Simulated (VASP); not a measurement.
HfB:

```xyz
2
Lattice="0.0000 2.2945 2.2945 2.2945 0.0000 2.2945 2.2945 2.2945 0.0000" Properties=species:S:1:pos:R:3 pbc="T T T"
Hf    2.2945    2.2945    2.2945
B     0.0000    0.0000    0.0000
```

Base run:

```yaml
Program: VASP 6.6.1
Functional: PBE
Potentials_or_basis: VASP PAW PBE potentials, release 64 (Hf_pv, B)
Cutoff: 520 eV
k_mesh: 10 × 10 × 10
Occupations: fermi-dirac, width 0.05 eV
Spin: no spin polarisation
```

Its results: pressure 36.4 GPa.

After a change of settings the same cell gave: pressure 30.0 GPa. Which change was it?
A. functional from PBE to r2SCAN
B. functional from PBE to LDA; potentials or basis from VASP PAW PBE potentials, release 64 (Hf_pv, B) to VASP PAW LDA potentials, release 64 (Hf_pv, B)
C. further incar settings from ALGO = Normal; EDIFF = 1e-06; NBANDS = 14 to ALGO = Normal; EDIFF = 1e-07; NBANDS = 14
D. functional from PBE to PBEsol

D.

PBEsol binds more tightly than PBE, so the same cell stands under less pressure.

Caveats: the PAW data sets were made with another functional, which shifts forces and pressure a little (some runs).
